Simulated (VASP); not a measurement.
Re, 2 atoms in the cell. The structure is hexagonal, space group P6_3/mmc (No. 194). The conventional cell has a = 2.773 Å, b = 2.773 Å, c = 4.484 Å, α = 90.00°, β = 90.00°, γ = 120.00°. Within 3.6 Å of Re (site symmetry -6m2) lie 12 Re at 2.76 to 2.77 Å. 

| Quantity | Value |
| --- | --- |
| Program | VASP 6.6.1 |
| Task | single point |
| Functional | PBE |
| Potentials or basis | VASP PAW PBE potentials, release 64 (Re) |
| Cutoff | 520 eV |
| k mesh | 10 × 10 × 6 |
| Occupations | methfessel-paxton, width 0.033 eV |
| Spin | no spin polarisation |
| Dipole correction | no |
| Further INCAR settings | ALGO = Normal; EDIFF = 1e-06; NBANDS = 14 |

Potentials or basis: VASP PAW PBE potentials, release 64 (Re).

The run is started by

```bash
$ cat potpaw_PBE.64/Re/POTCAR > POTCAR
$ mpirun -np 1 vasp_std > vasp.out
```

Hardware: 1 thread of Intel(R) Xeon(R) Platinum 8259CL CPU @ 2.50GHz (Skylake/Cascade Lake), on a shared host.

Q: Estimate the wall time of this run.

A: It took 34 s on 1 thread of Intel(R) Xeon(R) Platinum 8259CL CPU @ 2.50GHz (Skylake/Cascade Lake) (shared host), peak memory 0.16 GiB. Counts: scf iterations 12, k points 56.
